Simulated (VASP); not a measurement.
# Ta2N (P-3m1) in VASP: further runs

Runs on Ta2N. Level: r2SCAN. Tasks: single point.

Everything below comes from runs of VASP 6.6.1. Logs are shortened: lines on timing, memory, paths and dates and some standing lists are left out, and cuts for length are marked.

## Step 1: The cell of the first run

The structure is trigonal, space group P-3m1 (No. 164). The conventional cell has a = 3.133 Å, b = 3.133 Å, c = 4.902 Å, α = 90.00°, β = 90.00°, γ = 120.00°. Within 2.9 Å of Ta (site symmetry 3m) lie 3 N at 2.20 Å. N (site symmetry -3m) has 6 Ta at 2.20 Å within 2.9 Å.

## Step 2: Single point, r2SCAN

Contents of POSCAR:

```
Ta2N
1.0
    3.1334770837      0.0000000000      0.0000000000
   -1.5667385418      2.7136707566      0.0000000000
    0.0000000000      0.0000000000      4.9020925425
Ta N
2 1
Direct
    0.3333333333      0.6666666667      0.2547110000
    0.6666666667      0.3333333333      0.7452890000
    0.0000000000      0.0000000000      0.0000000000
```

Contents of INCAR.step1:

```
ALGO = Normal ; EDIFF = 1E-4
ENCUT = 520 ; GGA = PE
ISMEAR = -1 ; LASPH = T
LCHARG = F ; LREAL = F
LWAVE = T ; NBANDS = 20
NELM = 80 ; PREC = Accurate
SIGMA = 0.05
```

Contents of INCAR.step2:

```
ALGO = Normal ; EDIFF = 1E-6
ENCUT = 520 ; ISIF = 2
ISMEAR = -1 ; ISTART = 1
LASPH = T ; LCHARG = F
LMIXTAU = T ; LREAL = F
LWAVE = F ; METAGGA = R2SCAN
NBANDS = 20 ; NELM = 80
PREC = Accurate ; SIGMA = 0.05
```

Contents of KPOINTS:

```
k-points
0
Gamma
  10 10 6
```

Potentials or basis: VASP PAW PBE potentials, release 64 (Ta_pv, N).

Run with:

```console
$ cat potpaw_PBE.64/Ta_pv/POTCAR potpaw_PBE.64/N/POTCAR > POTCAR
$ cp INCAR.step1 INCAR
$ mpirun -np 1 vasp_std > vasp.out
$ cp INCAR.step2 INCAR
$ mpirun -np 1 vasp_std > vasp.out
```

OUTCAR:

```text
EDIFF = 1E-6
   ENCUT = 520
   ISIF = 2
   ISMEAR = -1
   ISTART = 1
   LASPH = T
   LREAL = F
   METAGGA = R2SCAN
   NELM = 80
   PREC = Accurate

 ion  position               nearest neighbor table
   1  0.333  0.667  0.255-   3 2.20   3 2.20   3 2.20   2 3.01   2 3.01   2 3.01   2 3.08   2 3.08
                             2 3.08
   2  0.667  0.333  0.745-   3 2.20   3 2.20   3 2.20   1 3.01   1 3.01   1 3.01   1 3.08   1 3.08
                             1 3.08
   3  0.000  0.000  0.000-   1 2.20   2 2.20   1 2.20   2 2.20   2 2.20   1 2.20

  LATTYP: Found a hexagonal cell.
 ALAT       =     3.1334770837
 C/A-ratio  =     1.5644258476

  Lattice vectors:

 A1 = (   3.1334770837,   0.0000000000,   0.0000000000)
 A2 = (  -1.5667385418,   2.7136707566,   0.0000000000)
 A3 = (   0.0000000000,   0.0000000000,   4.9020925425)

Analysis of symmetry for initial positions (statically):
=====================================================================
 Subroutine PRICEL returns:
 Original cell was already a primitive cell.

 Routine SETGRP: Setting up the symmetry group for a
 hexagonal supercell.

 Subroutine GETGRP returns: Found 12 space group operations
 (whereof 12 operations were pure point group operations)
 out of a pool of 24 trial point group operations.

The static configuration has the point symmetry D_3d.

Analysis of symmetry for dynamics (positions and initial velocities):
=====================================================================
 Subroutine PRICEL returns:
 Original cell was already a primitive cell.

 Routine SETGRP: Setting up the symmetry group for a
 hexagonal supercell.

 Subroutine GETGRP returns: Found 12 space group operations
 (whereof 12 operations were pure point group operations)
 out of a pool of 24 trial point group operations.

The dynamic configuration has the point symmetry D_3d.

 Subroutine INISYM returns: Found 12 space group operations
 (whereof 12 operations are pure point group operations),
 and found     1 'primitive' translations

----------------------------------------------------------------------------------------

                                     Primitive cell

  volume of cell :      41.6836

  direct lattice vectors                    reciprocal lattice vectors
     3.133477084  0.000000000  0.000000000     0.319134295  0.184252271  0.000000000
    -1.566738542  2.713670757  0.000000000     0.000000000  0.368504542  0.000000000
     0.000000000  0.000000000  4.902092543     0.000000000  0.000000000  0.203994517

  length of vectors
     3.133477084  3.133477084  4.902092543     0.368504542  0.368504542  0.203994517

  position of ions in fractional coordinates (direct lattice)
     0.333333333  0.666666667  0.254711000
     0.666666667  0.333333333  0.745289000
     0.000000000  0.000000000  0.000000000

  ion indices of the primitive-cell ions
   primitive index   ion index
                 1           1
                 2           2
                 3           3

----------------------------------------------------------------------------------------

 KPOINTS: k-points

Automatic generation of k-mesh.
 Grid dimensions read from file:
 generate k-points for:   10   10    6

 Generating k-lattice:

  Cartesian coordinates                     Fractional coordinates (reciprocal lattice)
     0.031913429  0.018425227  0.000000000     0.100000000  0.000000000  0.000000000
     0.000000000  0.036850454  0.000000000     0.000000000  0.100000000  0.000000000
     0.000000000  0.000000000  0.033999086     0.000000000  0.000000000  0.166666667

  Length of vectors
     0.036850454  0.036850454  0.033999086

  Shift w.r.t. Gamma in fractional coordinates (k-lattice)
     0.000000000  0.000000000  0.000000000

 Subroutine IBZKPT returns following result:
 ===========================================

 Found     72 irreducible k-points:

 Following reciprocal coordinates:
            Coordinates               Weight
  0.000000  0.000000  0.000000      1.000000
  0.100000  0.000000  0.000000      6.000000
  0.200000  0.000000  0.000000      6.000000
  0.300000  0.000000  0.000000      6.000000
  0.400000  0.000000  0.000000      6.000000
  0.500000  0.000000  0.000000      3.000000
[... 16 lines left out ...]
  0.000000  0.400000  0.166667      6.000000
  0.500000  0.000000  0.166667      6.000000
 [... further k-points ...]
   k-points           NKPTS =     72   k-points in BZ     NKDIM =     72   number of bands    NBANDS=     20
   number of dos      NEDOS =    301   number of ions     NIONS =      3
   total plane-waves  NPLWV =  20736
   dimension x,y,z NGX =    24 NGY =   24 NGZ =   36
   dimension x,y,z NGXF=    48 NGYF=   48 NGZF=   72
   ions per type =               2   1
   NGX,Y,Z   is equivalent  to a cutoff of  12.73, 12.73, 12.21 a.u.
   NGXF,Y,Z  is equivalent  to a cutoff of  25.47, 25.47, 24.42 a.u.
 SYSTEM =  unknown system
   PREC   = accura    normal or accurate (medium, high low for compatibility)
   ISTART =      1    job   : 0-new  1-cont  2-samecut
   ICHARG =      0    charge: 1-file 2-atom 10-const
   ISPIN  =      1    spin polarized calculation?
   LNONCOLLINEAR =      F non collinear calculations
   LSORBIT =      F    spin-orbit coupling
   LASPH  =      T    aspherical Exc in radial PAW
   ENCUT  =  520.0 eV  38.22 Ry    6.18 a.u.   5.83  5.83  9.11*2*pi/ulx,y,z
   NELM   =     80;   NELMIN=  2; NELMDL=  0     # of ELM steps
   EDIFF  = 0.1E-05   stopping-criterion for ELM
   LREAL  =      F    real-space projection
   EDIFFG = 0.1E-04   stopping-criterion for IOM
   NSW    =      0    number of steps for IOM
   IBRION =     -1    ionic relax: 0-MD 1-quasi-New 2-CG
   NFREE  =      0    steps in history (QN), initial steepest desc. (CG)
   ISIF   =      2    stress and relaxation
   ISYM   =      2    0-nonsym 1-usesym 2-fastsym
   POTIM  = 0.5000    time-step for ionic-motion
   TEBEG  =    0.0;   TEEND  =   0.0 temperature during run
   PSTRESS=    0.0 pullay stress
   NELECT =      27.0000    total number of electrons
   NUPDOWN=      -1.0000    fix difference up-down
   EMIN   =  10.00;   EMAX   =-10.00  energy-range for DOS
   EFERMI =   0.00;   METHOD = LEGACY
   ISMEAR =    -1;   SIGMA  =   0.05  broadening in eV -4-tet -1-fermi 0-gaus
   EFERMI_NEDOS =   21; number of points for ismear=-14 and -15
   IALGO  =     38    algorithm
   IMIX   =      4    mixing-type and parameters
     AMIX     =   0.40;   BMIX     =  1.00
     AMIX_MAG =   1.60;   BMIX_MAG =  1.00
  volume/ion in A,a.u.               =      13.89        93.76
  Fermi-wavevector in a.u.,A,eV,Ry     =   1.416471  2.676742 27.298595  2.006390
  Thomas-Fermi vector in A             =   2.537802
   LORBIT       =      0    0 simple, 1 ext, 2 COOP (PROOUT), +10 PAW based schemes
   METAGGA = R2SCAN    functional components
   LHFCALC =     F    Hartree Fock is set to
   AEXX    =    0.0000 exact exchange contribution
   IVDW    =     0    specifies the selected vdW correction
   LEPSILON=     F    determine dielectric tensor
   LRPA    =     F    only Hartree local field effects (RPA)
 non-spin polarized calculation
  energy-cutoff  :      520.00
  volume of cell :       41.68
 maximum number of plane-waves:      1140
   NGX = 11   NGY = 11   NGZ = 19

 number of electron      26.9999995 magnetization

 Free energy of the ion-electron system (eV)
  ---------------------------------------------------
  ext. energy  EPLUGINS =         0.00000000
  ---------------------------------------------------
  free energy    TOTEN  =      -108.98455361 eV

  energy without entropy =     -108.97156599  energy(sigma->0) =     -108.97805980

 E-fermi :   7.3073     XC(G=0): -13.7948

 val. band max:        7.3072451895   @ k =   0.0000   0.3000   0.3333
 cond. band min:       7.3172710485   @ k =   0.1000   0.0000   0.0000
 fundamental gap:      0.0100258590
 Fermi energy:         7.3073400833

 k-point     1 :       0.0000    0.0000    0.0000
  band No.  band energies     occupation
      1     -29.7638      2.00000
      2     -29.0687      2.00000
      3     -29.0687      2.00000
      4     -28.9486      2.00000
      5     -28.9486      2.00000
      6     -28.8362      2.00000
[... 12 lines left out ...]
     19       8.4827      0.00000
     20      12.2838      0.00000

 k-point     2 :       0.1000    0.0000    0.0000
  band No.  band energies     occupation
      1     -29.7349      2.00000
      2     -29.1248      2.00000
      3     -29.0890      2.00000
      4     -29.0049      2.00000
      5     -28.9530      2.00000
      6     -28.8471      2.00000
[... 12 lines left out ...]
     19       9.1739      0.00000
     20      12.2545      0.00000

 k-point     3 :       0.2000    0.0000    0.0000
  band No.  band energies     occupation
      1     -29.6542      2.00000
      2     -29.2729      2.00000
      3     -29.1446      2.00000
      4     -29.1383      2.00000
      5     -28.9679      2.00000
      6     -28.8816      2.00000
[... 12 lines left out ...]
     19      10.8414      0.00000
     20      11.8625      0.00000

 k-point     4 :       0.3000    0.0000    0.0000
  band No.  band energies     occupation
      1     -29.5446      2.00000
      2     -29.4517      2.00000
      3     -29.3049      2.00000
      4     -29.1949      2.00000
      5     -28.9902      2.00000
      6     -28.9403      2.00000
[... 12 lines left out ...]
     19      11.4563      0.00000
     20      12.5144      0.00000

 k-point     5 :       0.4000    0.0000    0.0000
  band No.  band energies     occupation
      1     -29.6137      2.00000
      2     -29.4277      2.00000
      3     -29.4108      2.00000
      4     -29.2383      2.00000
      5     -29.0147      2.00000
      6     -29.0100      2.00000
[... 12 lines left out ...]
     19      11.5201      0.00000
     20      12.1339      0.00000
[... 353 lines left out ...]
      6     -28.9554      2.00000
[... 12 lines left out ...]
     19      11.0708      0.00000
     20      12.8596      0.00000

 k-point    22 :       0.4000    0.0000    0.1667
  band No.  band energies     occupation
      1     -29.6333      2.00000
      2     -29.4985      2.00000
      3     -29.3345      2.00000
      4     -29.2251      2.00000
      5     -29.0237      2.00000
      6     -28.9986      2.00000
[... 12 lines left out ...]
     19      11.8133      0.00000
     20      12.2514      0.00000

 k-point    23 :       0.0000    0.4000    0.1667
  band No.  band energies     occupation
      1     -29.6715      2.00000
      2     -29.4690      2.00000
      3     -29.3116      2.00000
      4     -29.2216      2.00000
      5     -29.0274      2.00000
      6     -29.0117      2.00000
[... 12 lines left out ...]
     19      11.5030      0.00000
     20      13.4888      0.00000

 k-point    24 :       0.5000    0.0000    0.1667
  band No.  band energies     occupation
      1     -29.7001      2.00000
      2     -29.5226      2.00000
      3     -29.2859      2.00000
      4     -29.2390      2.00000
      5     -29.0390      2.00000
      6     -29.0340      2.00000
[... 12 lines left out ...]
     19      11.8345      0.00000
     20      12.6713      0.00000

 [... further k-points ...]
[... 5 lines left out ...]
  --------------------------------------------------------------------------------------
  -------------------------------------------------------------------------------------
  Total       -2.7023379     -2.7023379     -2.0731519     -0.0000000     -0.0000000      0.0000000
  in kB     -103.8687855   -103.8687855    -79.6849897     -0.0000000     -0.0000000      0.0000000
  external PRESSURE =     -95.8075202 kB  Pullay stress =       0.0000000 kB

 VOLUME and BASIS-vectors are now :
 -----------------------------------------------------------------------------
  energy-cutoff  :      520.00
  volume of cell :       41.68
      direct lattice vectors                 reciprocal lattice vectors
     3.133477084  0.000000000  0.000000000     0.319134295  0.184252271  0.000000000
    -1.566738542  2.713670757  0.000000000     0.000000000  0.368504542  0.000000000
     0.000000000  0.000000000  4.902092543     0.000000000  0.000000000  0.203994517

 POSITION                                       TOTAL-FORCE (eV/Angst)
 -----------------------------------------------------------------------------------
     -0.00000      1.80911      1.24862         0.000000      0.000000      0.067103
      1.56674      0.90456      3.65348        -0.000000     -0.000000     -0.067103
      0.00000      0.00000      0.00000         0.000000      0.000000      0.000000
 -----------------------------------------------------------------------------------
    total drift:                               -0.000000      0.000000      0.000000

  FREE ENERGIE OF THE ION-ELECTRON SYSTEM (eV)
  ---------------------------------------------------
  free  energy   TOTEN  =      -108.9845536090 eV

  energy  without entropy=     -108.9715659917  energy(sigma->0) =     -108.97805980
```

Run time: 50 s. Hardware: 1 thread of Intel Xeon 6975P-C (Granite Rapids), shared host; peak memory 0.19 GiB.

Results:

```yaml
Free_energy: -108.9846 eV
Pressure: -9.6 GPa
Largest_force: 0.067 eV/Å
```

Forces in eV/Å, atoms in the order of the input:
```
Ta   0.000  0.000  0.067
Ta   0.000  0.000 -0.067
N    0.000  0.000  0.000
```

Stress tensor (GPa, compression positive):
```
-10.39   0.00   0.00
  0.00 -10.39   0.00
  0.00   0.00  -7.97
```

Caveat: the PAW data sets were made with another functional, which shifts forces and pressure a little; spin-orbit coupling is left out, which moves the levels of the heavy elements.

## Step 3: Single point, r2SCAN

This run uses another cell than the first one, of 14.17 Å³/atom, 1.020 times its volume.

Contents of POSCAR:

```
Ta2N
1.0
    3.1538249076      0.0000000000      0.0000000000
   -1.5769124538      2.7312924890      0.0000000000
    0.0000000000      0.0000000000      4.9339252043
Ta N
2 1
Direct
    0.3333333333      0.6666666667      0.2547110000
    0.6666666667      0.3333333333      0.7452890000
    0.0000000000      0.0000000000      0.0000000000
```

Contents of INCAR.step1:

```
SYSTEM = Ta2N
ALGO     = Normal         ! electronic algorithm
EDIFF    = 1E-4           ! SCF threshold, eV
ENCUT    = 520            ! plane-wave cutoff, eV
GGA      = PE             ! functional
ISMEAR   = -1             ! smearing method
LASPH    = .TRUE.         ! aspherical terms in the spheres
LCHARG   = .FALSE.        ! write CHGCAR
LREAL    = .FALSE.        ! projectors in reciprocal space
LWAVE    = .TRUE.         ! write WAVECAR
NBANDS   = 20             ! bands
NELM     = 100            ! most SCF steps
PREC     = Accurate       ! precision mode
SIGMA    = 0.05           ! smearing width, eV
```

Contents of INCAR.step2:

```
SYSTEM = Ta2N
ALGO     = Normal         ! electronic algorithm
EDIFF    = 1E-7           ! SCF threshold, eV
ENCUT    = 520            ! plane-wave cutoff, eV
ISIF     = 2              ! what is computed and relaxed
ISMEAR   = -1             ! smearing method
ISTART   = 1            
LASPH    = .TRUE.         ! aspherical terms in the spheres
LCHARG   = .TRUE.         ! write CHGCAR
LELF     = .TRUE.         ! ELF
LMIXTAU  = .TRUE.       
LREAL    = .FALSE.        ! projectors in reciprocal space
LVHAR    = .TRUE.       
LWAVE    = .FALSE.        ! write WAVECAR
METAGGA  = R2SCAN         ! meta-GGA
NBANDS   = 20             ! bands
NELM     = 100            ! most SCF steps
PREC     = Accurate       ! precision mode
SIGMA    = 0.05           ! smearing width, eV
```

Contents of KPOINTS:

```
k-points
0
G
  10 10 6
  0 0 0
```

Potentials or basis: VASP PAW PBE potentials, release 64 (Ta_pv, N).

Run with:

```console
$ cat potpaw_PBE.64/Ta_pv/POTCAR potpaw_PBE.64/N/POTCAR > POTCAR
$ cp INCAR.step1 INCAR
$ mpirun -np 1 vasp_std > vasp.out
$ cp INCAR.step2 INCAR
$ mpirun -np 1 vasp_std > vasp.out
```

It took 75 s on 1 thread of Intel Xeon 6975P-C (Granite Rapids), shared host; peak memory 0.2 GiB.

It converged, with:

* Free energy: -108.9238 eV
* Pressure: -14.3 GPa
* Largest force: 0.034 eV/Å

Forces in eV/Å, atoms in the order of the input:
```
Ta   0.000  0.000 -0.034
Ta   0.000  0.000  0.034
N    0.000  0.000  0.000
```

Stress tensor (GPa, compression positive):
```
-15.10   0.00   0.00
  0.00 -15.10   0.00
  0.00   0.00 -12.85
```

Levels at points of the mesh, in eV from the Fermi level:
```tsv
k point	band 10	band 11	band 12	band 13	band 14	band 15	band 16	band 17
(0.00, 0.00, 0.00)	-6.20	-5.40	-0.60	-0.21	-0.21	0.19	0.31	0.31
(0.50, 0.00, 0.00)	-6.52	-4.51	-2.87	-1.64	1.72	1.84	3.64	3.84
(0.00, 0.00, 0.50)	-6.37	-2.94	-2.92	-1.05	-1.05	1.73	1.86	2.24
(0.50, 0.00, 0.50)	-6.28	-3.31	-2.45	-2.27	-0.35	0.67	3.23	3.44
```

Caveat: the PAW data sets were made with another functional, which shifts forces and pressure a little; spin-orbit coupling is left out, which moves the levels of the heavy elements.
